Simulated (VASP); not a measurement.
# MoS2 (P-3m1) in VASP: single point with PBE

Aim: the single point of MoS2 with PBE.

Everything below comes from runs of VASP 6.6.1. Logs are shortened: lines on timing, memory, paths and dates and some standing lists are left out, and cuts for length are marked.

### 1 The cell of the first run

The typed cell holds 6 atoms: a = 3.185 Å, b = 3.185 Å, c = 14.709 Å, α = 90.00°, β = 90.00°, γ = 120.00°.

### 2 Single point, PBE

File INCAR:

```
SYSTEM = MoS2
  PREC = Accurate
  ENCUT = 520
  EDIFF = 1E-6
  ISMEAR = 0
  SIGMA = 0.02
  LREAL = .FALSE.
  LASPH = .TRUE.
  NELM = 100
  ALGO = Normal
  ISIF = 2
  LWAVE = .FALSE.
  LCHARG = .FALSE.
  GGA = PE
  NBANDS = 35
```

File KPOINTS:

```
regular mesh
0
G
  12 12 4
  0 0 0
```

File POSCAR:

```
MoS2
1.0
    3.1848679535      0.0000000000      0.0000000000
   -1.5924339768      2.7581765554      0.0000000000
    0.0000000000      0.0000000000     14.7090658263
Mo S
2 4
Direct
    0.6666666667      0.3333333333      0.2500768651
    0.3333333333      0.6666666667      0.7499231349
    0.3333333333      0.6666666667      0.3563112041
    0.6666666667      0.3333333333      0.8561577146
    0.3333333333      0.6666666667      0.1438422854
    0.6666666667      0.3333333333      0.6436887959
```

Potentials or basis: VASP PAW PBE potentials, release 64 (Mo_sv, S).

Run with:

```
> cat potpaw_PBE.64/Mo_sv/POTCAR potpaw_PBE.64/S/POTCAR > POTCAR
> mpirun -np 1 vasp_std > vasp.out
```

OUTCAR:

```text
SYSTEM = MoS2
   PREC = Accurate
   ENCUT = 520
   EDIFF = 1E-6
   ISMEAR = 0
   LREAL = .FALSE.
   LASPH = .TRUE.
   NELM = 100
   ISIF = 2
   GGA = PE

 ion  position               nearest neighbor table
   1  0.667  0.333  0.250-   3 2.41   3 2.41   3 2.41   5 2.41   5 2.41   5 2.41
   2  0.333  0.667  0.750-   6 2.41   6 2.41   6 2.41   4 2.41   4 2.41   4 2.41
   3  0.333  0.667  0.356-   1 2.41   1 2.41   1 2.41
   4  0.667  0.333  0.856-   2 2.41   2 2.41   2 2.41
   5  0.333  0.667  0.144-   1 2.41   1 2.41   1 2.41
   6  0.667  0.333  0.644-   2 2.41   2 2.41   2 2.41

  LATTYP: Found a hexagonal cell.
 ALAT       =     3.1848679535
 C/A-ratio  =     4.6184225032

  Lattice vectors:

 A1 = (   3.1848679535,   0.0000000000,   0.0000000000)
 A2 = (  -1.5924339768,   2.7581765554,   0.0000000000)
 A3 = (   0.0000000000,   0.0000000000,  14.7090658263)

Analysis of symmetry for initial positions (statically):
=====================================================================
 Subroutine PRICEL returns:
 Original cell was already a primitive cell.

 Routine SETGRP: Setting up the symmetry group for a
 hexagonal supercell.

 Subroutine GETGRP returns: Found 12 space group operations
 (whereof 12 operations were pure point group operations)
 out of a pool of 24 trial point group operations.

The static configuration has the point symmetry D_3d.

Analysis of symmetry for dynamics (positions and initial velocities):
=====================================================================
 Subroutine PRICEL returns:
 Original cell was already a primitive cell.

 Routine SETGRP: Setting up the symmetry group for a
 hexagonal supercell.

 Subroutine GETGRP returns: Found 12 space group operations
 (whereof 12 operations were pure point group operations)
 out of a pool of 24 trial point group operations.

The dynamic configuration has the point symmetry D_3d.

 Subroutine INISYM returns: Found 12 space group operations
 (whereof 12 operations are pure point group operations),
 and found     1 'primitive' translations

----------------------------------------------------------------------------------------

                                     Primitive cell

  volume of cell :     129.2107

  direct lattice vectors                    reciprocal lattice vectors
     3.184867953  0.000000000  0.000000000     0.313984760  0.181279186  0.000000000
    -1.592433977  2.758176555  0.000000000     0.000000000  0.362558371  0.000000000
     0.000000000  0.000000000 14.709065826     0.000000000  0.000000000  0.067985283

  length of vectors
[... 95 lines left out ...]
   NFREE  =      0    steps in history (QN), initial steepest desc. (CG)
   ISIF   =      2    stress and relaxation
   ISYM   =      2    0-nonsym 1-usesym 2-fastsym
   POTIM  = 0.5000    time-step for ionic-motion
   TEBEG  =    0.0;   TEEND  =   0.0 temperature during run
   PSTRESS=    0.0 pullay stress
   NELECT =      52.0000    total number of electrons
   NUPDOWN=      -1.0000    fix difference up-down
   EMIN   =  10.00;   EMAX   =-10.00  energy-range for DOS
   EFERMI =   0.00;   METHOD = LEGACY
   ISMEAR =     0;   SIGMA  =   0.02  broadening in eV -4-tet -1-fermi 0-gaus
   EFERMI_NEDOS =   21; number of points for ismear=-14 and -15
   IALGO  =     38    algorithm
   IMIX   =      4    mixing-type and parameters
     AMIX     =   0.40;   BMIX     =  1.00
     AMIX_MAG =   1.60;   BMIX_MAG =  1.00
  volume/ion in A,a.u.               =      21.54       145.33
  Fermi-wavevector in a.u.,A,eV,Ry     =   1.208676  2.284066 19.876706  1.460897
  Thomas-Fermi vector in A             =   2.344276
   LORBIT       =      0    0 simple, 1 ext, 2 COOP (PROOUT), +10 PAW based schemes
   GGA     = PE    functional components
   LHFCALC =     F    Hartree Fock is set to
   AEXX    =    0.0000 exact exchange contribution
   IVDW    =     0    specifies the selected vdW correction
   LEPSILON=     F    determine dielectric tensor
   LRPA    =     F    only Hartree local field effects (RPA)
 non-spin polarized calculation
 Gauss-broadening in eV      SIGMA  =   0.02
  energy-cutoff  :      520.00
  volume of cell :      129.21
 maximum number of plane-waves:      3506
   NGX = 11   NGY = 11   NGZ = 55

 number of electron      52.0000000 magnetization

 Free energy of the ion-electron system (eV)
  ---------------------------------------------------
  ext. energy  EPLUGINS =         0.00000000
  ---------------------------------------------------
  free energy    TOTEN  =       -43.71543051 eV

  energy without entropy =      -43.71543051  energy(sigma->0) =      -43.71543051

 E-fermi :   5.1653     XC(G=0):  -9.4887

 val. band max:        4.8693335715   @ k =   0.0000   0.0000   0.0000
 cond. band min:       6.3191280852   @ k =   0.3333   0.3333   0.0000
 fundamental gap:      1.4497945137
 Fermi energy:         5.1652639555

 k-point     1 :       0.0000    0.0000    0.0000
  band No.  band energies     occupation
      1     -56.2145      2.00000
      2     -56.2145      2.00000
      3     -30.3522      2.00000
      4     -30.3522      2.00000
      5     -30.1502      2.00000
      6     -30.1502      2.00000
[... 901 lines left out ...]
     34       8.0050      0.00000
     35      11.5673      0.00000

 [... further k-points ...]

------------------------ aborting loop because EDIFF is reached ----------------------------------------

  FORCE on cell =-STRESS in cart. coord.  units (eV):
  Direction    XX          YY          ZZ          XY          YZ          ZX
  --------------------------------------------------------------------------------------
  -------------------------------------------------------------------------------------
  Total       -0.0579840     -0.0579840     -0.1001269      0.0000000      0.0000000     -0.0000000
  in kB       -0.7189850     -0.7189850     -1.2415465      0.0000000      0.0000000     -0.0000000
  external PRESSURE =      -0.8931722 kB  Pullay stress =       0.0000000 kB

 VOLUME and BASIS-vectors are now :
 -----------------------------------------------------------------------------
  energy-cutoff  :      520.00
  volume of cell :      129.21
      direct lattice vectors                 reciprocal lattice vectors
     3.184867953  0.000000000  0.000000000     0.313984760  0.181279186  0.000000000
    -1.592433977  2.758176555  0.000000000     0.000000000  0.362558371  0.000000000
     0.000000000  0.000000000 14.709065826     0.000000000  0.000000000  0.067985283

 POSITION                                       TOTAL-FORCE (eV/Angst)
 -----------------------------------------------------------------------------------
      1.59243      0.91939      3.67840        -0.000000      0.000000     -0.000087
     -0.00000      1.83878     11.03067        -0.000000     -0.000000      0.000087
     -0.00000      1.83878      5.24100         0.000000     -0.000000     -0.010768
      1.59243      0.91939     12.59328         0.000000     -0.000000     -0.010777
     -0.00000      1.83878      2.11579        -0.000000      0.000000      0.010777
      1.59243      0.91939      9.46806        -0.000000      0.000000      0.010768
 -----------------------------------------------------------------------------------
    total drift:                                0.000000      0.000000      0.000000

  FREE ENERGIE OF THE ION-ELECTRON SYSTEM (eV)
  ---------------------------------------------------
  free  energy   TOTEN  =       -43.7154305121 eV

  energy  without entropy=      -43.7154305121  energy(sigma->0) =      -43.71543051
```

OSZICAR:

```text
N       E                     dE             d eps       ncg     rms          rms(c)
DAV:   1     0.438370979528E+03    0.43837E+03   -0.29059E+04  5398   0.138E+03
DAV:   2    -0.228936224510E+02   -0.46126E+03   -0.44671E+03  5877   0.352E+02
DAV:   3    -0.462212891747E+02   -0.23328E+02   -0.22900E+02  6004   0.717E+01
DAV:   4    -0.467481910616E+02   -0.52690E+00   -0.52491E+00  5832   0.109E+01
DAV:   5    -0.467607902257E+02   -0.12599E-01   -0.12596E-01  5788   0.169E+00    0.332E+01
DAV:   6    -0.445432521581E+02    0.22175E+01   -0.13170E+01  5253   0.228E+01    0.125E+01
DAV:   7    -0.440890677931E+02    0.45418E+00   -0.57246E+00  5305   0.148E+01    0.796E+00
DAV:   8    -0.437164974440E+02    0.37257E+00   -0.85899E-01  5373   0.625E+00    0.269E+00
DAV:   9    -0.437227343173E+02   -0.62369E-02   -0.10309E-01  5531   0.156E+00    0.122E+00
DAV:  10    -0.437154853900E+02    0.72489E-02   -0.30307E-02  5327   0.118E+00    0.391E-01
DAV:  11    -0.437155593952E+02   -0.74005E-04   -0.17814E-03  5349   0.231E-01    0.207E-01
DAV:  12    -0.437154014100E+02    0.15799E-03   -0.71755E-04  5413   0.151E-01    0.675E-02
DAV:  13    -0.437154189691E+02   -0.17559E-04   -0.21376E-04  5697   0.679E-02    0.273E-02
DAV:  14    -0.437154289655E+02   -0.99964E-05   -0.20421E-05  4638   0.260E-02    0.942E-03
DAV:  15    -0.437154300470E+02   -0.10815E-05   -0.15967E-06  4205   0.626E-03    0.429E-03
DAV:  16    -0.437154305121E+02   -0.46504E-06   -0.58534E-07  3623   0.425E-03
   1 F= -.43715431E+02 E0= -.43715431E+02  d E =-.161775E-99
```

Wall time 2.8 min (1 thread of AMD EPYC 9R45 (Zen 5), shared host); peak memory 0.36 GiB.

Results:

- Free energy: -43.7154 eV
- Pressure: -0.1 GPa
- Largest force: 0.011 eV/Å
- Band gap on the k mesh: 1.45 eV (least direct gap 1.67 eV)

Forces in eV/Å, atoms in the order of the input:
```
Mo   0.000  0.000  0.000
Mo   0.000  0.000  0.000
S    0.000  0.000 -0.011
S    0.000  0.000 -0.011
S    0.000  0.000  0.011
S    0.000  0.000  0.011
```

Caveat: this functional lacks dispersion, which binds the layers, so the pressure and a relaxed spacing across them are unreliable. A k mesh can miss the band edges.
